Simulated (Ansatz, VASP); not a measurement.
# Ni2HgP2 in VASP and in Ansatz

```
P Hg Ni
1.0
     0.00000    3.94793    0.00000
     3.94793    0.00000    0.00000
     1.97396    1.97396   -4.74500
P Hg Ni
2 1 2
Direct
  0.37600 0.37600 0.24800
  0.62400 0.62400 0.75200
  0.00000 0.00000 0.00000
  0.75000 0.25000 0.50000
  0.25000 0.75000 0.50000
```

Alike in both runs: task single point; functional PBE; k mesh 9 × 9 × 9; no spin polarisation.

|  | VASP | Ansatz |
| --- | --- | --- |
| version | VASP 6.6.1 | Ansatz 0.2.0 |
| potentials or method | VASP PAW PBE potentials, release 64 (P, Hg, Ni), cutoff 520 eV | PAW plane waves |
| occupations | fermi-dirac, width 0.1 eV | fermi-dirac |
| valence electrons in the cell | 42 | 66 |

VASP gave:

```
pressure (GPa)                                                : -0.8
traceless stress, the component that is largest in VASP (GPa) : -4.45
rms of the force components (eV/Å)                            : 0.071
```

**Question.** Which values does Ansatz return?

**Answer.** Pressure (GPa): -1.0; traceless stress, the component that is largest in VASP (GPa): -4.36; rms of the force components (eV/Å): 0.085.

Atom by atom the forces differ by 0.014 eV/Å (rms over components). VASP's potentials hold 42 valence electrons a cell and Ansatz's 66, so a difference there can come from the potentials and not from the codes.

Neither program's run includes spin-orbit coupling.
